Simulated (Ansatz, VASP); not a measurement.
GaP: VASP beside Ansatz

File INCAR:

```
PREC = Accurate
ENCUT = 520
EDIFF = 1E-6
ISMEAR = -1
SIGMA = 0.05
LREAL = F
LASPH = T
NELM = 80
ALGO = Normal
ISIF = 2
LWAVE = F
LCHARG = F
GGA = PE
NBANDS = 16
```

KPOINTS

```
Automatic mesh
0
Gamma
  10 10 10
```

POSCAR

```
GaP
1.0
    0.0000000000      2.7252500000      2.6434925000
    2.7252500000      0.0000000000      2.6434925000
    2.7252500000      2.7252500000      0.0000000000
Ga P
1 1
Direct
    0.0000000000      0.0000000000      0.0000000000
    0.7500000000      0.7500000000      0.7500000000
```

Input for Ansatz:

```yaml
crystal:
  lattice:
    - [0.0, 2.72525, 2.6434925]
    - [2.72525, 0.0, 2.6434925]
    - [2.72525, 2.72525, 0.0]
  atoms:
    - { symbol: Ga, position: [0.0, 0.0, 0.0] }
    - { symbol: P, position: [0.75, 0.75, 0.75] }
kpoints:
  mp_grid: { grid: [10, 10, 10] }
  band_path:
    path:
      - [0.0, 0.0, 0.0]
      - [0.0, 0.5, 0.5]
      - [0.25, 0.75, 0.5]
      - [0.0, 0.5, 0.0]
      - [0.0, 0.0, 0.0]
      - [0.5, 0.5, 0.0]
      - [0.3828515251, 0.6171484749, 0.0]
      - [-0.3828515251, 0.3828515251, 0.0]
      - [0.0, 0.0, 0.0]
    npoints: 5
scf:
  occupations: { method: fermi_dirac, width: 0.05 }
hamiltonian:
  xc: pbe
  pseudopotentials: { kind: all_electron, lapw: { basis_error: 0.0005 } }
output:
  forces: true
  stress: true
  eigenvalues: true
```

Change from the starting cell: zz strain of -3 %.

Alike in both runs: task single point; functional PBE; k mesh 10 × 10 × 10; occupations fermi-dirac, width 0.05 eV; no spin polarisation.

|  | VASP | Ansatz |
| --- | --- | --- |
| version | VASP 6.6.1 | Ansatz 0.2.0 |
| potentials or method | VASP PAW PBE potentials, release 64 (Ga_d, P), cutoff 520 eV | all-electron LAPW, scalar-relativistic |

```csv
,VASP,Ansatz,Ansatz less VASP
pressure (GPa),5.2,5.3,+0.08
"traceless stress, the component that is largest in VASP (GPa)",1.41,1.40,-0.003
```

Ansatz ran all-electron here, and VASP with PAW potentials.
